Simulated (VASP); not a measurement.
## WS: single point with PBE

Crystal: WS.

```
CELL_PARAMETERS angstrom
3.49018 0.00000 0.00000
0.00000 3.49018 0.00000
0.00000 0.00000 3.49018
ATOMIC_POSITIONS crystal
W 0.50000 0.50000 0.50000
S 0.00000 0.00000 0.00000
```

This cell differs from its parent crystal: volume scaled by 1.04.

* Program: VASP 6.6.1
* Task: single point
* Functional: PBE
* Potentials or basis: VASP PAW PBE potentials, release 64 (W_sv, S)
* Cutoff: 520 eV
* k mesh: 8 × 8 × 8
* Occupations: fermi-dirac, width 0.05 eV
* Spin: no spin polarisation
* Dipole correction: no
* Further INCAR settings: ALGO = Normal; EDIFF = 1e-06; NBANDS = 17

```yaml
Pressure: -35.1 GPa
Band_gap_on_the_k_mesh: zero (band 10 reaches 8.36 eV, above the bottom of band 11 at 5.50 eV)
```

Levels at points of the mesh, in eV from the Fermi level:
```csv
k point,band 7,band 8,band 9,band 10,band 11,band 12,band 13,band 14
"(0.00, 0.00, 0.00)",-2.29,-2.27,-2.27,-2.27,-1.09,0.64,0.64,0.64
"(0.50, 0.00, 0.00)",-3.04,-3.04,-1.71,0.87,1.24,2.14,2.14,3.37
"(0.50, 0.50, 0.00)",-4.86,-2.67,-1.44,-0.42,-0.42,-0.35,1.70,2.59
"(0.50, 0.50, 0.50)",-5.45,-5.45,1.77,1.77,2.41,2.41,2.41,2.63
```

It took 8.9 s on 1 thread of Intel(R) Xeon(R) 6975P-C (Granite Rapids), with other jobs on the host, peak memory 0.16 GiB.

Caveat: spin-orbit coupling is left out, which moves the levels of the heavy elements.
